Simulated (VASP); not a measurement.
# CoO: single point with PBE

The system is CoO.

```
Co O
1.0
     3.19765    0.00000    0.00000
    -1.59882    2.76924    0.00000
     0.00000    0.00000    5.22871
Co O
2 2
Direct
  0.00000 0.00000 0.00347
  0.33333 0.66667 0.50336
  0.00000 0.00000 0.37161
  0.33333 0.66667 0.87156
```

```json
{
 "Program": "VASP 6.6.1",
 "Task": "single point",
 "Functional": "PBE",
 "Potentials or basis": "VASP PAW PBE potentials, release 64 (Co, O)",
 "Cutoff": "520 eV",
 "k mesh": "12 × 12 × 8",
 "Occupations": "gaussian, width 0.01 eV",
 "Spin": "collinear spin, antiferromagnetic start",
 "Starting moments": "[-2.35, 2.35, 0.17, -0.17] μB"
}
```

| Quantity | Value |
| --- | --- |
| Pressure | -0.5 GPa |
| Largest force | 0.196 eV/Å |
| Band gap on the k mesh | 0.13 eV (least direct gap 0.22 eV) |
| Net moment | 0.00 μB per cell |
| Site moments | Co -2.30, +2.30; O +0.15, -0.15 μB |
| Valence electrons inside the program's atomic spheres | Co 7.99; O 4.99 |

Forces on the atoms (eV/Å):
```
Co   0.000  0.000  0.189
Co   0.000  0.000  0.196
O    0.000  0.000 -0.193
O    0.000  0.000 -0.192
```

Stress tensor (GPa, compression positive):
```
-0.70  0.00  0.00
 0.00 -0.70  0.00
 0.00  0.00 -0.06
```

Levels at points of the mesh, in eV from the valence-band top:
Spin up:
| k point | band 11 | band 12 | band 13 | band 14 | band 15 | band 16 | band 17 | band 18 | band 19 | band 20 |
| --- | --- | --- | --- | --- | --- | --- | --- | --- | --- | --- |
| (0.00, 0.00, 0.00) | -1.70 | -1.03 | -1.03 | -0.07 | -0.07 | 0.27 | 1.67 | 2.13 | 2.13 | 5.60 |
| (0.50, 0.00, 0.00) | -1.95 | -1.81 | -1.42 | -0.36 | -0.11 | 0.13 | 0.86 | 1.39 | 5.83 | 6.19 |
| (0.00, 0.00, 0.50) | -1.34 | -1.00 | -1.00 | -0.03 | -0.03 | 1.01 | 2.01 | 2.01 | 2.66 | 3.16 |
| (0.50, 0.00, 0.50) | -1.87 | -1.46 | -1.31 | -0.42 | -0.31 | 0.27 | 1.00 | 1.29 | 5.46 | 5.92 |
Spin down:
```tsv
k point	band 13	band 14	band 15	band 16	band 17	band 18
(0.00, 0.00, 0.00)	-1.03	-0.07	-0.07	0.27	1.67	2.14
(0.50, 0.00, 0.00)	-1.42	-0.36	-0.11	0.13	0.86	1.39
(0.00, 0.00, 0.50)	-1.00	-0.03	-0.03	1.01	2.01	2.01
(0.50, 0.00, 0.50)	-1.31	-0.42	-0.31	0.27	1.00	1.29
```

Run time: 6.5 min on 1 thread of Oxide Virtual Turin-like Processor (shared host), peak memory 0.31 GiB.

Caveat: semilocal functionals underestimate gaps, and a narrow one can read as zero. A k mesh can miss the band edges.
